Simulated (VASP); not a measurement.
# Pb (P6_3/mmc) in VASP: single point with LDA

Aim: the single point of Pb with LDA.

Everything below comes from runs of VASP 6.6.1. Logs are shortened: lines on timing, memory, paths and dates and some standing lists are left out, and cuts for length are marked.

**1. The cell of the first run**

The structure is hexagonal, space group P6_3/mmc (No. 194). Conventional cell: a = 3.419 Å, b = 3.419 Å, c = 5.711 Å, α = 90.00°, β = 90.00°, γ = 120.00°. Within 4.5 Å of Pb (site symmetry -6m2) lie 12 Pb at 3.42 to 3.47 Å.

This isn't the form of Pb at room conditions, which is fcc.

**2. Single point, LDA**

File INCAR:

```
PREC = Accurate
ENCUT = 520
EDIFF = 1E-6
ISMEAR = -1
SIGMA = 0.08
LREAL = F
LASPH = T
NELM = 100
ALGO = Normal
ISIF = 2
LWAVE = F
LCHARG = F
NBANDS = 21
```

File KPOINTS:

```
Automatic mesh
0
Gamma
  16 16 10
```

File POSCAR:

```
Pb
1.0
    3.4190659619      0.0000000000      0.0000000000
   -1.7095329809      2.9609979802      0.0000000000
    0.0000000000      0.0000000000      5.7111877169
Pb
2
Direct
    0.3333333333      0.6666666667      0.2500000000
    0.6666666667      0.3333333333      0.7500000000
```

Potentials or basis: VASP PAW LDA potentials, release 64 (Pb_d).

On the command line:

```bash
cat potpaw_LDA.64/Pb_d/POTCAR > POTCAR
mpirun -np 1 vasp_std > vasp.out
```

OUTCAR:

```text
PREC = Accurate
   ENCUT = 520
   EDIFF = 1E-6
   ISMEAR = -1
   LREAL = F
   LASPH = T
   NELM = 100
   ISIF = 2

 ion  position               nearest neighbor table
   1  0.333  0.667  0.250-   2 3.47   2 3.47   2 3.47   2 3.47   2 3.47   2 3.47
   2  0.667  0.333  0.750-   1 3.47   1 3.47   1 3.47   1 3.47   1 3.47   1 3.47

  LATTYP: Found a hexagonal cell.
 ALAT       =     3.4190659619
 C/A-ratio  =     1.6703941312

  Lattice vectors:

 A1 = (   3.4190659619,   0.0000000000,   0.0000000000)
 A2 = (  -1.7095329809,   2.9609979802,   0.0000000000)
 A3 = (   0.0000000000,   0.0000000000,   5.7111877169)

Analysis of symmetry for initial positions (statically):
=====================================================================
 Subroutine PRICEL returns:
 Original cell was already a primitive cell.

 Routine SETGRP: Setting up the symmetry group for a
 hexagonal supercell.

 Subroutine GETGRP returns: Found 24 space group operations
 (whereof 12 operations were pure point group operations)
 out of a pool of 24 trial point group operations.

The static configuration has the point symmetry D_3d.
 The point group associated with its full space group is D_6h.

Analysis of symmetry for dynamics (positions and initial velocities):
=====================================================================
 Subroutine PRICEL returns:
 Original cell was already a primitive cell.

 Routine SETGRP: Setting up the symmetry group for a
 hexagonal supercell.

 Subroutine GETGRP returns: Found 24 space group operations
 (whereof 12 operations were pure point group operations)
 out of a pool of 24 trial point group operations.

The dynamic configuration has the point symmetry D_3d.
 The point group associated with its full space group is D_6h.

 Subroutine INISYM returns: Found 24 space group operations
 (whereof 12 operations are pure point group operations),
 and found     1 'primitive' translations

----------------------------------------------------------------------------------------

                                     Primitive cell

  volume of cell :      57.8192

  direct lattice vectors                    reciprocal lattice vectors
     3.419065962  0.000000000  0.000000000     0.292477540  0.168861986  0.000000000
    -1.709532981  2.960997980  0.000000000     0.000000000  0.337723972  0.000000000
     0.000000000  0.000000000  5.711187717     0.000000000  0.000000000  0.175094928

  length of vectors
     3.419065962  3.419065962  5.711187717     0.337723972  0.337723972  0.175094928

  position of ions in fractional coordinates (direct lattice)
     0.333333333  0.666666667  0.250000000
     0.666666667  0.333333333  0.750000000

  ion indices of the primitive-cell ions
   primitive index   ion index
                 1           1
                 2           2

----------------------------------------------------------------------------------------

 KPOINTS: Automatic mesh

Automatic generation of k-mesh.
 Grid dimensions read from file:
 generate k-points for:   16   16   10

 Generating k-lattice:

  Cartesian coordinates                     Fractional coordinates (reciprocal lattice)
     0.018279846  0.010553874  0.000000000     0.062500000  0.000000000  0.000000000
     0.000000000  0.021107748  0.000000000     0.000000000  0.062500000  0.000000000
     0.000000000  0.000000000  0.017509493     0.000000000  0.000000000  0.100000000

  Length of vectors
     0.021107748  0.021107748  0.017509493

  Shift w.r.t. Gamma in fractional coordinates (k-lattice)
     0.000000000  0.000000000  0.000000000

 Subroutine IBZKPT returns following result:
 ===========================================

 Found    180 irreducible k-points:

 Following reciprocal coordinates:
            Coordinates               Weight
  0.000000  0.000000  0.000000      1.000000
  0.062500  0.000000  0.000000      6.000000
  0.125000  0.000000  0.000000      6.000000
  0.187500  0.000000  0.000000      6.000000
  0.250000  0.000000  0.000000      6.000000
  0.312500  0.000000  0.000000      6.000000
[... 16 lines left out ...]
  0.187500  0.187500  0.000000      6.000000
  0.250000  0.187500  0.000000     12.000000
 [... further k-points ...]
   k-points           NKPTS =    180   k-points in BZ     NKDIM =    180   number of bands    NBANDS=     21
   number of dos      NEDOS =    301   number of ions     NIONS =      2
   total plane-waves  NPLWV =  32928
   dimension x,y,z NGX =    28 NGY =   28 NGZ =   42
   dimension x,y,z NGXF=    56 NGYF=   56 NGZF=   84
   ions per type =               2
   NGX,Y,Z   is equivalent  to a cutoff of  13.61, 13.61, 12.23 a.u.
   NGXF,Y,Z  is equivalent  to a cutoff of  27.23, 27.23, 24.45 a.u.
 SYSTEM =  unknown system
   PREC   = accura    normal or accurate (medium, high low for compatibility)
   ISTART =      0    job   : 0-new  1-cont  2-samecut
   ICHARG =      2    charge: 1-file 2-atom 10-const
   ISPIN  =      1    spin polarized calculation?
   LNONCOLLINEAR =      F non collinear calculations
   LSORBIT =      F    spin-orbit coupling
   LASPH  =      T    aspherical Exc in radial PAW
   ENCUT  =  520.0 eV  38.22 Ry    6.18 a.u.   6.36  6.36 10.62*2*pi/ulx,y,z
   NELM   =    100;   NELMIN=  2; NELMDL= -5     # of ELM steps
   EDIFF  = 0.1E-05   stopping-criterion for ELM
   LREAL  =      F    real-space projection
   EDIFFG = 0.1E-04   stopping-criterion for IOM
   NSW    =      0    number of steps for IOM
   IBRION =     -1    ionic relax: 0-MD 1-quasi-New 2-CG
   NFREE  =      0    steps in history (QN), initial steepest desc. (CG)
   ISIF   =      2    stress and relaxation
   ISYM   =      2    0-nonsym 1-usesym 2-fastsym
   POTIM  = 0.5000    time-step for ionic-motion
   TEBEG  =    0.0;   TEEND  =   0.0 temperature during run
   PSTRESS=    0.0 pullay stress
   NELECT =      28.0000    total number of electrons
   NUPDOWN=      -1.0000    fix difference up-down
   EMIN   =  10.00;   EMAX   =-10.00  energy-range for DOS
   EFERMI =   0.00;   METHOD = LEGACY
   ISMEAR =    -1;   SIGMA  =   0.08  broadening in eV -4-tet -1-fermi 0-gaus
   EFERMI_NEDOS =   21; number of points for ismear=-14 and -15
   IALGO  =     38    algorithm
   IMIX   =      4    mixing-type and parameters
     AMIX     =   0.40;   BMIX     =  1.00
     AMIX_MAG =   1.60;   BMIX_MAG =  1.00
  volume/ion in A,a.u.               =      28.91       195.09
  Fermi-wavevector in a.u.,A,eV,Ry     =   1.285593  2.429419 22.487020  1.652749
  Thomas-Fermi vector in A             =   2.417718
   LORBIT       =      0    0 simple, 1 ext, 2 COOP (PROOUT), +10 PAW based schemes
   GGA     = CA    functional components
   LHFCALC =     F    Hartree Fock is set to
   AEXX    =    0.0000 exact exchange contribution
   IVDW    =     0    specifies the selected vdW correction
   LEPSILON=     F    determine dielectric tensor
   LRPA    =     F    only Hartree local field effects (RPA)
 non-spin polarized calculation
  energy-cutoff  :      520.00
  volume of cell :       57.82
 maximum number of plane-waves:      1577
 NGX is ok and might be reduce to    28
   NGX = 13   NGY = 13   NGZ = 21

 number of electron      28.0000003 magnetization

 Free energy of the ion-electron system (eV)
  ---------------------------------------------------
  ext. energy  EPLUGINS =         0.00000000
  ---------------------------------------------------
  free energy    TOTEN  =        -8.49854696 eV

  energy without entropy =       -8.47669745  energy(sigma->0) =       -8.48762220

 E-fermi :   7.5169     XC(G=0): -10.6865

 val. band max:        7.5111494674   @ k =   0.3750   0.0000   0.0000
 cond. band min:       7.5279462149   @ k =   0.3750   0.1875   0.0000
 fundamental gap:      0.0167967475
 Fermi energy:         7.5168618229

 k-point     1 :       0.0000    0.0000    0.0000
  band No.  band energies     occupation
      1      -9.5428      2.00000
      2      -9.5128      2.00000
      3      -9.4813      2.00000
      4      -9.4813      2.00000
      5      -9.4584      2.00000
      6      -9.4584      2.00000
[... 13 lines left out ...]
     20      16.9557      0.00000
     21      19.3320      0.00000

 k-point     2 :       0.0625    0.0000    0.0000
  band No.  band energies     occupation
      1      -9.5380      2.00000
      2      -9.5136      2.00000
      3      -9.4755      2.00000
      4      -9.4699      2.00000
      5      -9.4573      2.00000
      6      -9.4474      2.00000
[... 13 lines left out ...]
     20      17.4256      0.00000
     21      18.8736      0.00000

 k-point     3 :       0.1250    0.0000    0.0000
  band No.  band energies     occupation
      1      -9.5445      2.00000
      2      -9.5016      2.00000
      3      -9.4685      2.00000
      4      -9.4390      2.00000
      5      -9.4371      2.00000
      6      -9.4157      2.00000
[... 13 lines left out ...]
     20      17.9855      0.00000
     21      18.1977      0.00000

 k-point     4 :       0.1875    0.0000    0.0000
  band No.  band energies     occupation
      1      -9.5700      2.00000
      2      -9.4827      2.00000
      3      -9.4631      2.00000
      4      -9.4214      2.00000
      5      -9.4032      2.00000
      6      -9.3934      2.00000
[... 13 lines left out ...]
     20      17.3315      0.00000
     21      18.4159      0.00000

 k-point     5 :       0.2500    0.0000    0.0000
  band No.  band energies     occupation
      1      -9.6009      2.00000
      2      -9.4939      2.00000
      3      -9.4557      2.00000
      4      -9.4274      2.00000
      5      -9.4211      2.00000
      6      -9.3374      2.00000
[... 13 lines left out ...]
     20      16.9896      0.00000
     21      18.2230      0.00000
[... 382 lines left out ...]
     20      16.1218      0.00000
     21      20.2227      0.00000

 k-point    22 :       0.4375    0.1250    0.0000
  band No.  band energies     occupation
      1      -9.6275      2.00000
      2      -9.5623      2.00000
      3      -9.4932      2.00000
      4      -9.4556      2.00000
      5      -9.3678      2.00000
      6      -9.3365      2.00000
[... 13 lines left out ...]
     20      16.0698      0.00000
     21      20.1645      0.00000

 k-point    23 :       0.1875    0.1875    0.0000
  band No.  band energies     occupation
      1      -9.5310      2.00000
      2      -9.5201      2.00000
      3      -9.4958      2.00000
      4      -9.4471      2.00000
      5      -9.3953      2.00000
      6      -9.3659      2.00000
[... 13 lines left out ...]
     20      17.9871      0.00000
     21      18.6706      0.00000

 k-point    24 :       0.2500    0.1875    0.0000
  band No.  band energies     occupation
      1      -9.5460      2.00000
      2      -9.5287      2.00000
      3      -9.4883      2.00000
      4      -9.4512      2.00000
      5      -9.3820      2.00000
      6      -9.3378      2.00000
[... 13 lines left out ...]
     20      18.0194      0.00000
     21      19.3803      0.00000

 [... further k-points ...]

------------------------ aborting loop because EDIFF is reached ----------------------------------------

  FORCE on cell =-STRESS in cart. coord.  units (eV):
  Direction    XX          YY          ZZ          XY          YZ          ZX
  --------------------------------------------------------------------------------------
  -------------------------------------------------------------------------------------
  Total        0.0155611      0.0155611      0.0279818      0.0000000      0.0000000      0.0000000
  in kB        0.4311991      0.4311991      0.7753781      0.0000000      0.0000000      0.0000000
  external PRESSURE =       0.5459254 kB  Pullay stress =       0.0000000 kB

 VOLUME and BASIS-vectors are now :
 -----------------------------------------------------------------------------
  energy-cutoff  :      520.00
  volume of cell :       57.82
      direct lattice vectors                 reciprocal lattice vectors
     3.419065962  0.000000000  0.000000000     0.292477540  0.168861986  0.000000000
    -1.709532981  2.960997980  0.000000000     0.000000000  0.337723972  0.000000000
     0.000000000  0.000000000  5.711187717     0.000000000  0.000000000  0.175094928

 POSITION                                       TOTAL-FORCE (eV/Angst)
 -----------------------------------------------------------------------------------
     -0.00000      1.97400      1.42780         0.000000      0.000000      0.000000
      1.70953      0.98700      4.28339        -0.000000     -0.000000      0.000000
 -----------------------------------------------------------------------------------
    total drift:                                0.000000     -0.000000      0.000000

  FREE ENERGIE OF THE ION-ELECTRON SYSTEM (eV)
  ---------------------------------------------------
  free  energy   TOTEN  =        -8.4985469569 eV

  energy  without entropy=       -8.4766974496  energy(sigma->0) =       -8.48762220
```

Wall time 2.3 min (1 thread of Intel Xeon Platinum 8259CL at 2.50GHz (Skylake/Cascade Lake), shared host); peak memory 0.28 GiB.

Results:

| Quantity | Value |
| --- | --- |
| Free energy | -8.4985 eV |
| Pressure | 0.1 GPa |
| Band gap on the k mesh | zero (bands 14 and 15 overlap by 7.85 eV) |

Caveat: spin-orbit coupling is left out, which moves the levels of the heavy elements.
